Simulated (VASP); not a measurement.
# BiB: single point with PBEsol

The system is BiB.

```
B Bi
1.0
     3.74113    0.00000    0.00000
    -1.87056    3.23991    0.00000
     0.00000    0.00000    5.99863
B Bi
2 2
Direct
  0.00000 0.00000 0.00000
  0.00000 0.00000 0.50000
  0.33333 0.66667 0.25000
  0.66667 0.33333 0.75000
```

| Quantity | Value |
| --- | --- |
| Program | VASP 6.6.1 |
| Task | single point |
| Functional | PBEsol |
| Potentials or basis | VASP PAW PBE potentials, release 64 (B, Bi_d) |
| Cutoff | 520 eV |
| k mesh | 9 × 9 × 4 |
| Occupations | fermi-dirac, width 0.03 eV |
| Spin | no spin polarisation |
| Dipole correction | no |
| Further INCAR settings | ALGO = Normal; EDIFF = 1e-07; NBANDS = 26 |

- Pressure: 0.0 GPa
- Band gap on the k mesh: zero (bands 18 and 19 overlap by 4.72 eV)

Levels at points of the mesh, in eV from the Fermi level:
```tsv
k point	band 15	band 16	band 17	band 18	band 19	band 20	band 21	band 22
(0.00, 0.00, 0.00)	-0.58	-0.58	0.76	1.47	1.47	1.54	1.54	1.81
(0.00, 0.00, 0.50)	-0.01	-0.01	-0.01	-0.01	1.06	1.06	3.70	3.70
```

It took 25 s on 1 thread of Intel(R) Xeon(R) 6975P-C (Granite Rapids), on a shared host, peak memory 0.21 GiB.

Caveat: the PAW data sets were made with another functional, which shifts forces and pressure a little; spin-orbit coupling is left out, which moves the levels of the heavy elements.
